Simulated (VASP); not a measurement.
Set up this calculation in VASP 6.6.1, as the native input.

| Quantity | Value |
| --- | --- |
| Task | single point |
| Functional | PBE |
| Potentials or basis | VASP PAW PBE potentials, release 64 (Na_pv, Cl) |
| Cutoff | 520 eV |
| k mesh | 8 × 8 × 8 |
| Occupations | fermi-dirac, width 0.02 eV |
| Spin | no spin polarisation |
| Dipole correction | no |
| Further INCAR settings | ALGO = Normal; EDIFF = 1e-06; NBANDS = 14 |

The structure of NaCl lies in POSCAR:

```
NaCl
1.0
    0.0000000000      2.9650101422      2.9650101422
    2.9650101422      0.0000000000      2.9650101422
    2.9650101422      2.9650101422      0.0000000000
Na Cl
1 1
Direct
    0.0000000000      0.0000000000      0.0000000000
    0.5000000000      0.5000000000      0.5000000000
```

This cell differs from its parent crystal: strain +5.8%.

One way to write it, as run:

INCAR

```
SYSTEM = NaCl
  PREC = Accurate
  ENCUT = 520
  EDIFF = 1E-6
  ISMEAR = -1
  SIGMA = 0.02
  LREAL = .FALSE.
  LASPH = .TRUE.
  NELM = 80
  ALGO = Normal
  ISIF = 2
  LWAVE = .FALSE.
  LCHARG = .FALSE.
  GGA = PE
  NBANDS = 14
```

KPOINTS

```
Automatic mesh
0
G
  8 8 8
  0 0 0
```

Potentials or basis: VASP PAW PBE potentials, release 64 (Na_pv, Cl).

Run with:

```console
$ cat potpaw_PBE.64/Na_pv/POTCAR potpaw_PBE.64/Cl/POTCAR > POTCAR
$ mpirun -np 1 vasp_std > vasp.out
```

Results of the run:

* Pressure: -2.2 GPa
* Band gap on the k mesh: 4.58 eV

Caveat: the cell differs from its parent crystal (strain +5.8%).

Run time: 19 s on 1 thread of Intel Xeon 8259CL, with other jobs on the host, peak memory 0.17 GiB.
